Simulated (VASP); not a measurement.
A run of VASP 6.6.1 is set up as follows.

File INCAR:

```
SYSTEM = KTaO3
PREC = Accurate
ENCUT = 520
EDIFF = 1E-6
ISMEAR = 0
SIGMA = 0.01
LREAL = .False.
LASPH = .True.
NELM = 60
ALGO = Normal
ISIF = 2
LWAVE = .False.
LCHARG = .False.
GGA = PE
NBANDS = 27
```

KPOINTS

```
regular mesh
0
Gamma
  6 6 6
  0 0 0
```

File POSCAR:

```
KTaO3
1.0
    3.9837285967      0.0000000000      0.0000000000
    0.0000000000      3.9837285967      0.0000000000
    0.0000000000      0.0000000000      3.9837285967
K Ta O
1 1 3
Direct
    0.5000000000      0.5000000000      0.5000000000
    0.0000000000      0.0000000000      0.0000000000
    0.5000000000      0.0000000000      0.0000000000
    0.0000000000      0.5000000000      0.0000000000
    0.0000000000      0.0000000000      0.5000000000
```

Potentials or basis: VASP PAW PBE potentials, release 64 (K_sv, Ta_pv, O).

Launch:

```console
$ cat potpaw_PBE.64/K_sv/POTCAR potpaw_PBE.64/Ta_pv/POTCAR potpaw_PBE.64/O/POTCAR > POTCAR
$ mpirun -np 1 vasp_std > vasp.out
```

Question: Predict the band gap on the k mesh.

Answer: 2.18 eV, indirect (least direct gap 2.80 eV).

Question: What does it give for the pressure?

Answer: 6.8 GPa.

Caveat: spin-orbit coupling is left out, which moves the levels of the heavy elements. A k mesh can miss the band edges.
